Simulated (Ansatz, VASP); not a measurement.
One calculation of TiO2, two programs

```
Ti O
1.0
     4.75948    0.00000    0.00000
     0.00000    4.75948    0.00000
     0.00000    0.00000    3.03796
Ti O
2 4
Direct
  0.00000 0.00000 0.00785
  0.50000 0.50000 0.50785
  0.30510 0.30510 0.98826
  0.19490 0.80510 0.48826
  0.69490 0.69490 0.98826
  0.80510 0.19490 0.48826
```

Change from the starting cell: mode 1 frozen in at -0.035 Å, equal normal strain along x, y and z +0.0250.

Alike in both runs: task single point; functional PBE; k mesh 6 × 6 × 10; occupations gaussian, width 0.05 eV; no spin polarisation.

```csv
,VASP,Ansatz
version,VASP 6.6.1,Ansatz 0.2.0
potentials or method,"VASP PAW PBE potentials, release 64 (Ti_sv, O), cutoff 520 eV","scalar-relativistic, plane waves, PAW"
valence electrons in the cell,48,48
```

Ansatz gave:

```
gap on the k mesh at the Fermi level (eV)                     : 1.77
least direct gap on the mesh (eV)                             : 1.77
pressure (GPa)                                                : -14.0
traceless stress, the component that is largest in VASP (GPa) : -2.57
rms of the force components (eV/Å)                            : 0.184
```

Task: Estimate VASP's values.

Result: gap on the k mesh at the Fermi level (eV): 1.75; least direct gap on the mesh (eV): 1.75; pressure (GPa): -13.5; traceless stress, the component that is largest in VASP (GPa): -2.35; rms of the force components (eV/Å): 0.169.

Atom by atom the forces differ by 0.015 eV/Å (rms over components). With one functional, cell and mesh, what is left measures potentials, basis and numerics.
